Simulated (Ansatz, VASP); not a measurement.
# Fe: VASP beside Ansatz

The input INCAR:

```
SYSTEM = Fe
ALGO = Normal
EDIFF = 1E-7
ENCUT = 520
GGA = PE
ISIF = 2
ISMEAR = 0
ISPIN = 2
LASPH = .True.
LCHARG = .False.
LMAXMIX = 4
LORBIT = 11
LREAL = .False.
LWAVE = .False.
MAGMOM = 2.44
NBANDS = 14
NELM = 150
PREC = Accurate
SIGMA = 0.1
```

KPOINTS

```
k-points
0
Gamma
  20 20 20
  0 0 0
```

Contents of POSCAR:

```
Fe
1.0
   -1.4614917070      1.4614917070      1.4614917070
    1.4614917070     -1.4614917070      1.4614917070
    1.4614917070      1.4614917070     -1.4614917070
Fe
1
Direct
    0.0000000000      0.0000000000      0.0000000000
```

Input for Ansatz:

```yaml
crystal:
  lattice:
    - [-1.461491707, 1.461491707, 1.461491707]
    - [1.461491707, -1.461491707, 1.461491707]
    - [1.461491707, 1.461491707, -1.461491707]
  atoms:
    - { symbol: Fe, position: [0.0, 0.0, 0.0], spin: 2.44 }
basis:
  ecutwfc: 420
kpoints:
  mp_grid: { grid: [20, 20, 20] }
hamiltonian:
  xc: pbe
scf:
  occupations: { method: gaussian, width: 0.1 }
output:
  forces: true
  stress: true
  eigenvalues: true
  populations: true
magnetization:
  spin_polarized: true
```

Alike in both runs: task single point; functional PBE; k mesh 20 × 20 × 20; occupations gaussian, width 0.1 eV; collinear spin.

```csv
,VASP,Ansatz
version,VASP 6.6.1,Ansatz 0.2.0
potentials or method,"VASP PAW PBE potentials, release 64 (Fe), cutoff 520 eV","scalar-relativistic, plane waves, PAW"
valence electrons in the cell,8,16
```

|  | VASP | Ansatz | Ansatz less VASP |
| --- | --- | --- | --- |
| gap on the k mesh at the Fermi level (eV) | none | none | - |
| pressure (GPa) | -13.2 | -14.0 | -0.79 |
| net moment per atom (μB) | 2.39 | 2.34 | -0.047 |
| size of the moment on the site where the two differ most (μB) | 2.40 | 2.41 | +0.002 |

Site moments also hang on the region over which each program counts them. A gap of «none» marks a metal or a gap that the smearing closes. VASP's potentials hold 8 valence electrons a cell and Ansatz's 16, so a difference there can come from the potentials and not from the codes.
